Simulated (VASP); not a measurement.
# SiC (Pm-3m) in VASP: notebook

Aim: see how the results for SiC move with the level of theory and the settings. Levels: PBE, r2SCAN, LDA. Tasks: single point.

Program: VASP 6.6.1. These are calculated values, not measurements. Logs are shortened: lines on timing, memory, paths and dates and some standing lists are left out, and cuts for length are marked.

## 1. The cell of the first run

Symmetry: Pm-3m, No. 221, cubic system. Conventional cell: a = 2.620 Å, b = 2.620 Å, c = 2.620 Å, α = 90.00°, β = 90.00°, γ = 90.00°. Si (site symmetry m-3m) has 8 C at 2.27 Å and 6 Si at 2.62 Å within 3.0 Å. Within 3.0 Å of C (site symmetry m-3m) lie 8 Si at 2.27 Å and 6 C at 2.62 Å.

## 2. Single point, PBE

INCAR

```
PREC = Accurate
ENCUT = 520
EDIFF = 1E-7
ISMEAR = -1
SIGMA = 0.02
LREAL = F
LASPH = T
NELM = 80
ALGO = Normal
ISIF = 2
LWAVE = F
LCHARG = F
GGA = PE
NBANDS = 11
```

KPOINTS

```
regular mesh
0
Gamma
  8 8 8
```

POSCAR

```
SiC
1.0
    2.6201228651      0.0000000000      0.0000000000
    0.0000000000      2.6201228651      0.0000000000
    0.0000000000      0.0000000000      2.6201228651
Si C
1 1
Direct
    0.0000000000      0.0000000000      0.0000000000
    0.5000000000      0.5000000000      0.5000000000
```

Potentials or basis: VASP PAW PBE potentials, release 64 (Si, C).

Launch:

```bash
$ cat potpaw_PBE.64/Si/POTCAR potpaw_PBE.64/C/POTCAR > POTCAR
$ mpirun -np 1 vasp_std > vasp.out
```

OUTCAR:

```text
PREC = Accurate
   ENCUT = 520
   EDIFF = 1E-7
   ISMEAR = -1
   LREAL = F
   LASPH = T
   NELM = 80
   ISIF = 2
   GGA = PE

 ion  position               nearest neighbor table
   1  0.000  0.000  0.000-   2 2.27   2 2.27   2 2.27   2 2.27   2 2.27   2 2.27   2 2.27   2 2.27

   2  0.500  0.500  0.500-   1 2.27   1 2.27   1 2.27   1 2.27   1 2.27   1 2.27   1 2.27   1 2.27

  LATTYP: Found a simple cubic cell.
 ALAT       =     2.6201228651

  Lattice vectors:

 A1 = (   2.6201228651,   0.0000000000,   0.0000000000)
 A2 = (   0.0000000000,   2.6201228651,   0.0000000000)
 A3 = (   0.0000000000,   0.0000000000,   2.6201228651)

Analysis of symmetry for initial positions (statically):
=====================================================================
 Subroutine PRICEL returns:
 Original cell was already a primitive cell.

 Routine SETGRP: Setting up the symmetry group for a
 simple cubic supercell.

 Subroutine GETGRP returns: Found 48 space group operations
 (whereof 48 operations were pure point group operations)
 out of a pool of 48 trial point group operations.

The static configuration has the point symmetry O_h .

Analysis of symmetry for dynamics (positions and initial velocities):
=====================================================================
 Subroutine PRICEL returns:
 Original cell was already a primitive cell.

 Routine SETGRP: Setting up the symmetry group for a
 simple cubic supercell.

 Subroutine GETGRP returns: Found 48 space group operations
 (whereof 48 operations were pure point group operations)
 out of a pool of 48 trial point group operations.

The dynamic configuration has the point symmetry O_h .

 Subroutine INISYM returns: Found 48 space group operations
 (whereof 48 operations are pure point group operations),
 and found     1 'primitive' translations

----------------------------------------------------------------------------------------

                                     Primitive cell

  volume of cell :      17.9873

  direct lattice vectors                    reciprocal lattice vectors
     2.620122865  0.000000000  0.000000000     0.381661491  0.000000000  0.000000000
     0.000000000  2.620122865  0.000000000     0.000000000  0.381661491  0.000000000
     0.000000000  0.000000000  2.620122865     0.000000000  0.000000000  0.381661491

  length of vectors
     2.620122865  2.620122865  2.620122865     0.381661491  0.381661491  0.381661491
[... 81 lines left out ...]
   EDIFF  = 0.1E-06   stopping-criterion for ELM
   LREAL  =      F    real-space projection
   EDIFFG = 0.1E-05   stopping-criterion for IOM
   NSW    =      0    number of steps for IOM
   IBRION =     -1    ionic relax: 0-MD 1-quasi-New 2-CG
   NFREE  =      0    steps in history (QN), initial steepest desc. (CG)
   ISIF   =      2    stress and relaxation
   ISYM   =      2    0-nonsym 1-usesym 2-fastsym
   POTIM  = 0.5000    time-step for ionic-motion
   TEBEG  =    0.0;   TEEND  =   0.0 temperature during run
   PSTRESS=    0.0 pullay stress
   NELECT =       8.0000    total number of electrons
   NUPDOWN=      -1.0000    fix difference up-down
   EMIN   =  10.00;   EMAX   =-10.00  energy-range for DOS
   EFERMI =   0.00;   METHOD = LEGACY
   ISMEAR =    -1;   SIGMA  =   0.02  broadening in eV -4-tet -1-fermi 0-gaus
   EFERMI_NEDOS =   21; number of points for ismear=-14 and -15
   IALGO  =     38    algorithm
   IMIX   =      4    mixing-type and parameters
     AMIX     =   0.40;   BMIX     =  1.00
     AMIX_MAG =   1.60;   BMIX_MAG =  1.00
  volume/ion in A,a.u.               =       8.99        60.69
  Fermi-wavevector in a.u.,A,eV,Ry     =   1.249635  2.361468 21.246689  1.561588
  Thomas-Fermi vector in A             =   2.383666
   LORBIT       =      0    0 simple, 1 ext, 2 COOP (PROOUT), +10 PAW based schemes
   GGA     = PE    functional components
   LHFCALC =     F    Hartree Fock is set to
   AEXX    =    0.0000 exact exchange contribution
   IVDW    =     0    specifies the selected vdW correction
   LEPSILON=     F    determine dielectric tensor
   LRPA    =     F    only Hartree local field effects (RPA)
 non-spin polarized calculation
  energy-cutoff  :      520.00
  volume of cell :       17.99
 maximum number of plane-waves:       500
 NGX is ok and might be reduce to    20
   NGX =  9   NGY =  9   NGZ =  9

 number of electron       7.9999999 magnetization

 Free energy of the ion-electron system (eV)
  ---------------------------------------------------
  ext. energy  EPLUGINS =         0.00000000
  ---------------------------------------------------
  free energy    TOTEN  =       -10.91925605 eV

  energy without entropy =      -10.91846083  energy(sigma->0) =      -10.91885844

 E-fermi :  11.5645     XC(G=0): -12.5040

 val. band max:       11.4302176736   @ k =   0.2500   0.1250   0.0000
 cond. band min:      11.5965996608   @ k =   0.5000   0.5000   0.3750
 fundamental gap:      0.1663819871
 Fermi energy:        11.5644571750

 k-point     1 :       0.0000    0.0000    0.0000
  band No.  band energies     occupation
      1      -6.2613      2.00000
      2      10.3932      2.00000
      3      10.3932      2.00000
      4      10.3932      2.00000
      5      13.3203      0.00000
      6      16.4552      0.00000
      7      16.4552      0.00000
      8      24.5945      0.00000
      9      24.5945      0.00000
     10      24.5945      0.00000
     11      31.9127      0.00000
[... 309 lines left out ...]
 k-point    24 :       0.5000    0.3750    0.1250
  band No.  band energies     occupation
      1       0.5890      2.00000
      2       2.4726      2.00000
      3       5.3795      2.00000
      4       8.1793      2.00000
      5      12.4454      0.00000
      6      17.1762      0.00000
      7      18.5709      0.00000
      8      21.5344      0.00000
      9      25.6465      0.00000
     10      26.9372      0.00000
     11      27.7202      0.00000

 [... further k-points ...]
[... 5 lines left out ...]
  --------------------------------------------------------------------------------------
  -------------------------------------------------------------------------------------
  Total        0.4657870      0.4657870      0.4657870      0.0000000      0.0000000     -0.0000000
  in kB       41.4890008     41.4890008     41.4890008      0.0000000      0.0000000     -0.0000000
  external PRESSURE =      41.4890008 kB  Pullay stress =       0.0000000 kB

 VOLUME and BASIS-vectors are now :
 -----------------------------------------------------------------------------
  energy-cutoff  :      520.00
  volume of cell :       17.99
      direct lattice vectors                 reciprocal lattice vectors
     2.620122865  0.000000000  0.000000000     0.381661491  0.000000000  0.000000000
     0.000000000  2.620122865  0.000000000     0.000000000  0.381661491  0.000000000
     0.000000000  0.000000000  2.620122865     0.000000000  0.000000000  0.381661491

 POSITION                                       TOTAL-FORCE (eV/Angst)
 -----------------------------------------------------------------------------------
      0.00000      0.00000      0.00000         0.000000      0.000000      0.000000
      1.31006      1.31006      1.31006         0.000000      0.000000      0.000000
 -----------------------------------------------------------------------------------
    total drift:                                0.000000      0.000000      0.000000

  FREE ENERGIE OF THE ION-ELECTRON SYSTEM (eV)
  ---------------------------------------------------
  free  energy   TOTEN  =       -10.9192560460 eV

  energy  without entropy=      -10.9184608273  energy(sigma->0) =      -10.91885844
```

It took 8.6 s on 1 thread of Intel Xeon 8259CL, shared host; peak memory 0.12 GiB.

Results:

| Item | Value |
| --- | --- |
| Free energy | -10.9193 eV |
| Pressure | 4.1 GPa |
| Band gap on the k mesh | zero (band 4 reaches 12.61 eV, above the bottom of band 5 at 8.73 eV) |

## 3. Single point, r2SCAN

POSCAR is that of step 2.

INCAR.step1

```
SYSTEM = SiC
PREC = Accurate ; ENCUT = 520
ISMEAR = -1 ; SIGMA = 0.02
LREAL = .FALSE. ; LASPH = .TRUE.
NELM = 100 ; NBANDS = 11
GGA = PE ; ALGO = Normal
EDIFF = 1E-4 ; LWAVE = .TRUE.
LCHARG = .FALSE.
```

INCAR.step2

```
SYSTEM = SiC
PREC = Accurate ; ENCUT = 520
EDIFF = 1E-6 ; ISMEAR = -1
SIGMA = 0.02 ; LREAL = .FALSE.
LASPH = .TRUE. ; NELM = 100
ALGO = Normal ; ISIF = 2
LWAVE = .FALSE. ; LCHARG = .FALSE.
METAGGA = R2SCAN ; LMIXTAU = .TRUE.
NBANDS = 11 ; ISTART = 1
```

KPOINTS

```
Automatic mesh
0
G
  8 8 8
  0 0 0
```

Potentials or basis: VASP PAW PBE potentials, release 64 (Si, C).

Launch:

```bash
$ cat potpaw_PBE.64/Si/POTCAR potpaw_PBE.64/C/POTCAR > POTCAR
$ cp INCAR.step1 INCAR
$ mpirun -np 1 vasp_std > vasp.out
$ cp INCAR.step2 INCAR
$ mpirun -np 1 vasp_std > vasp.out
```

It took 32 s on 1 thread of Intel Xeon 8259CL, shared host; peak memory 0.12 GiB.

The run converged. Its results:

```yaml
Free_energy: -14.6451 eV
Pressure: 0.3 GPa
Band_gap_on_the_k_mesh: zero (band 4 reaches 12.69 eV, above the bottom of band 5 at 8.68 eV)
```

Levels at points of the mesh, in eV from the Fermi level:
```
           k point  band 1  band 2  band 3  band 4  band 5  band 6  band 7  band 8  band 9
(0.00, 0.00, 0.00)  -18.92   -1.25   -1.25   -1.25    1.98    5.14    5.14   14.07   14.07
(0.50, 0.00, 0.00)  -14.60  -12.76    0.91    0.91    5.49    7.31    8.24    8.24    8.71
(0.50, 0.50, 0.00)  -10.82   -8.65   -8.65   -5.66    2.60    9.61    9.61   12.18   13.80
(0.50, 0.50, 0.50)   -7.68   -4.80   -4.80   -4.80   -1.75   -1.75   -1.75    1.45   21.20
```

Caveat: the PAW data sets were made with another functional, which shifts forces and pressure a little.

## 4. Single point, LDA

INCAR

```
  ALGO = Normal
  EDIFF = 1E-6
  ENCUT = 600
  GGA = CA
  GGA_COMPAT = F
  ISIF = 2
  ISMEAR = -1
  LASPH = T
  LCHARG = F
  LREAL = F
  LWAVE = F
  NBANDS = 11
  NELM = 120
  PREC = Accurate
  SIGMA = 0.02
```

KPOINTS

```
k-points
0
Gamma
  4 4 4
```

POSCAR is that of step 3.

Potentials or basis: VASP PAW LDA potentials, release 64 (Si, C).

Launch:

```bash
$ cat potpaw_LDA.64/Si/POTCAR potpaw_LDA.64/C/POTCAR > POTCAR
$ mpirun -np 1 vasp_std > vasp.out
```

OUTCAR:

```text
EDIFF = 1E-6
   ENCUT = 600
   GGA = CA
   ISIF = 2
   ISMEAR = -1
   LASPH = T
   LREAL = F
   NELM = 120
   PREC = Accurate

 ion  position               nearest neighbor table
   1  0.000  0.000  0.000-   2 2.27   2 2.27   2 2.27   2 2.27   2 2.27   2 2.27   2 2.27   2 2.27

   2  0.500  0.500  0.500-   1 2.27   1 2.27   1 2.27   1 2.27   1 2.27   1 2.27   1 2.27   1 2.27

  LATTYP: Found a simple cubic cell.
 ALAT       =     2.6201228651
[... 311 lines left out ...]
     11      31.2396      0.00000

------------------------ aborting loop because EDIFF is reached ----------------------------------------

  FORCE on cell =-STRESS in cart. coord.  units (eV):
  Direction    XX          YY          ZZ          XY          YZ          ZX
  --------------------------------------------------------------------------------------
  -------------------------------------------------------------------------------------
  Total       -0.3824236     -0.3824236     -0.3824236     -0.0000000      0.0000000     -0.0000000
  in kB      -34.0635841    -34.0635841    -34.0635841     -0.0000000      0.0000000     -0.0000000
  external PRESSURE =     -34.0635841 kB  Pullay stress =       0.0000000 kB

 VOLUME and BASIS-vectors are now :
 -----------------------------------------------------------------------------
  energy-cutoff  :      600.00
  volume of cell :       17.99
      direct lattice vectors                 reciprocal lattice vectors
     2.620122865  0.000000000  0.000000000     0.381661491  0.000000000  0.000000000
     0.000000000  2.620122865  0.000000000     0.000000000  0.381661491  0.000000000
     0.000000000  0.000000000  2.620122865     0.000000000  0.000000000  0.381661491

 POSITION                                       TOTAL-FORCE (eV/Angst)
 -----------------------------------------------------------------------------------
      0.00000      0.00000      0.00000         0.000000      0.000000      0.000000
      1.31006      1.31006      1.31006         0.000000      0.000000      0.000000
 -----------------------------------------------------------------------------------
    total drift:                                0.000000     -0.000000     -0.000000

  FREE ENERGIE OF THE ION-ELECTRON SYSTEM (eV)
  ---------------------------------------------------
  free  energy   TOTEN  =       -12.3343907412 eV

  energy  without entropy=      -12.3253178507  energy(sigma->0) =      -12.32985430
```

OSZICAR:

```text
N       E                     dE             d eps       ncg     rms          rms(c)
DAV:   1     0.542444989594E+01    0.54244E+01   -0.40918E+03   220   0.683E+02
DAV:   2    -0.123475616386E+02   -0.17772E+02   -0.17187E+02   313   0.106E+02
DAV:   3    -0.129440369558E+02   -0.59648E+00   -0.56976E+00   247   0.147E+01
DAV:   4    -0.129457466452E+02   -0.17097E-02   -0.17096E-02   269   0.104E+00
DAV:   5    -0.129457489584E+02   -0.23131E-05   -0.23142E-05   247   0.350E-02    0.557E+00
DAV:   6    -0.123445864780E+02    0.60116E+00   -0.24209E+00   226   0.658E+00    0.241E+00
DAV:   7    -0.123399327165E+02    0.46538E-02   -0.69639E-02   244   0.174E+00    0.119E+00
DAV:   8    -0.123376992653E+02    0.22335E-02   -0.18227E-02   238   0.721E-01    0.379E-01
DAV:   9    -0.123354056838E+02    0.22936E-02   -0.16672E-02   232   0.542E-01    0.244E-01
DAV:  10    -0.123344388736E+02    0.96681E-03   -0.30226E-03   226   0.256E-01    0.725E-02
DAV:  11    -0.123344021171E+02    0.36757E-04   -0.67052E-05   250   0.615E-02    0.263E-02
DAV:  12    -0.123343909200E+02    0.11197E-04   -0.18894E-05   244   0.205E-02    0.526E-03
DAV:  13    -0.123343907412E+02    0.17885E-06   -0.67359E-07   119   0.605E-03
   1 F= -.12334391E+02 E0= -.12329854E+02  d E =-.907289E-02
```

It took 2 s on 1 thread of Intel Xeon 6975P-C, shared host; peak memory 0.12 GiB.

What came out:

```yaml
Free_energy: -12.3344 eV
Pressure: -3.4 GPa
Band_gap_on_the_k_mesh: zero (band 4 reaches 12.49 eV, above the bottom of band 5 at 9.90 eV)
```

Caveat: the k points lie up to 0.60 Å⁻¹ apart.

(Continued in part 2 of 2.)
